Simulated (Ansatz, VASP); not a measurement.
**Two plane-wave programs on In2GeS2**

```
CELL_PARAMETERS angstrom
4.11426 0.00000 0.00000
-2.05713 3.56305 0.00000
0.00000 0.00000 8.32594
ATOMIC_POSITIONS crystal
In 0.33333 0.66667 0.20546
In 0.33333 0.66667 0.79454
Ge 0.00000 0.00000 0.50000
S 0.66667 0.33333 0.00000
S 0.00000 0.00000 0.00000
```

Change from the starting cell: species swapped into the La2Cu2I type (P-6m2, No. 187).

Alike in both runs: task single point; functional PBE; k mesh 6 × 6 × 2; occupations gaussian, width 0.1 eV; no spin polarisation.

|  | VASP | Ansatz |
| --- | --- | --- |
| version | VASP 6.6.1 | Ansatz 0.2.0 |
| potentials or method | VASP PAW PBE potentials, release 64 (In_d, Ge_d, S), cutoff 520 eV | scalar-relativistic, plane waves, PAW |
| valence electrons in the cell | 52 | 52 |

```tsv
	VASP	Ansatz	Ansatz less VASP
gap on the k mesh at the Fermi level (eV)	none	none	-
pressure (GPa)	4.5	4.5	+0.05
traceless stress, the component that is largest in VASP (GPa)	-4.16	-4.20	-0.039
rms of the force components (eV/Å)	0.573	0.572	-0.0007
```

Atom by atom the forces differ by 0.001 eV/Å (rms over components). A gap of «none» marks a metal or a gap that the smearing closes. With one functional, cell and mesh, what is left measures potentials, basis and numerics.

The k mesh is coarse, so the values compare programs but aren't converged.
